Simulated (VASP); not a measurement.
A run of VASP 6.6.1 is set up as follows.

File INCAR:

```
  ALGO = Normal
  EDIFF = 1E-6
  ENCUT = 520
  GGA = PE
  ISIF = 2
  ISMEAR = 0
  LASPH = T
  LCHARG = F
  LREAL = F
  LWAVE = F
  NBANDS = 16
  NELM = 60
  PREC = Accurate
  SIGMA = 0.05
```

File KPOINTS:

```
k-points
0
Gamma
  10 10 6
```

Contents of POSCAR:

```
BN
1.0
    2.5369300260      0.0000000000      0.0000000000
   -1.2684650130      2.1970458501      0.0000000000
    0.0000000000      0.0000000000      4.1959171737
B N
2 2
Direct
    0.6666666667      0.3333333333      0.0002721794
    0.3333333333      0.6666666667      0.5002721794
    0.6666666667      0.3333333333      0.3747278206
    0.3333333333      0.6666666667      0.8747278206
```

Potentials or basis: VASP PAW PBE potentials, release 64 (B, N).

Launch:

```bash
$ cat potpaw_PBE.64/B/POTCAR potpaw_PBE.64/N/POTCAR > POTCAR
$ mpirun -np 1 vasp_std > vasp.out
```

(1) Predict the band gap on the k mesh.

(2) What does it give for the pressure?

## Answers

(1) 5.36 eV (least direct gap 8.33 eV).

(2) 8.3 GPa.

Caveat: the cell stands under pressure.
